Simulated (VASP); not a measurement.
## YCuAs: single point with PBE

Crystal: YCuAs.

```
Y Cu As
1.0
     3.74092    0.00000    0.00000
     0.00000    3.74092    0.00000
     0.00000    0.00000    8.99116
Y Cu As
2 2 2
Direct
  0.50000 0.00000 0.25623
  0.00000 0.50000 0.74377
  0.50000 0.00000 0.57229
  0.00000 0.50000 0.42771
  0.00000 0.00000 0.00000
  0.50000 0.50000 0.00000
```

```yaml
Program: VASP 6.6.1
Task: single point
Functional: PBE
Potentials_or_basis: VASP PAW PBE potentials, release 64 (Y_sv, Cu, As)
Cutoff: 520 eV
k_mesh: 4 × 4 × 4
Occupations: gaussian, width 0.1 eV
Spin: no spin polarisation
```

| Quantity | Value |
| --- | --- |
| Pressure | 0.1 GPa |
| Largest force | 0.012 eV/Å |
| Band gap on the k mesh | zero (band 27 reaches 5.07 eV, above the bottom of band 28 at 3.98 eV) |

Forces on the atoms (eV/Å):
```
Y    0.000  0.000 -0.012
Y    0.000  0.000  0.012
Cu   0.000  0.000  0.009
Cu   0.000  0.000 -0.009
As   0.000  0.000  0.000
As   0.000  0.000  0.000
```

Stress tensor (GPa, compression positive):
```
0.17 0.00 0.00
0.00 0.17 0.00
0.00 0.00 0.09
```

Levels at points of the mesh, in eV from the Fermi level:
| k point | band 23 | band 24 | band 25 | band 26 | band 27 | band 28 | band 29 | band 30 | band 31 | band 32 |
| --- | --- | --- | --- | --- | --- | --- | --- | --- | --- | --- |
| (0.00, 0.00, 0.00) | -2.55 | -2.26 | -1.45 | -0.89 | -0.82 | 1.26 | 1.80 | 2.48 | 2.48 | 2.49 |
| (0.50, 0.00, 0.00) | -1.97 | -1.97 | -1.14 | -1.14 | -0.42 | -0.42 | 0.97 | 0.97 | 1.78 | 1.78 |
| (0.50, 0.50, 0.00) | -2.28 | -2.28 | -1.39 | -1.39 | -0.85 | -0.85 | 1.02 | 1.02 | 2.78 | 2.78 |
| (0.00, 0.00, 0.50) | -2.50 | -2.46 | -2.26 | -0.81 | -0.35 | 1.24 | 1.73 | 1.73 | 2.88 | 3.63 |
| (0.50, 0.00, 0.50) | -2.00 | -2.00 | -1.16 | -1.16 | -0.40 | -0.40 | 0.39 | 0.39 | 2.34 | 2.34 |
| (0.50, 0.50, 0.50) | -2.34 | -2.34 | -1.41 | -1.41 | -0.67 | -0.67 | 1.84 | 1.84 | 2.46 | 2.46 |

It took 3.1 min on 1 thread of Intel(R) Xeon(R) Platinum 8488C (Sapphire Rapids) (shared host), peak memory 0.28 GiB.

Caveat: the k points lie up to 0.42 Å⁻¹ apart.
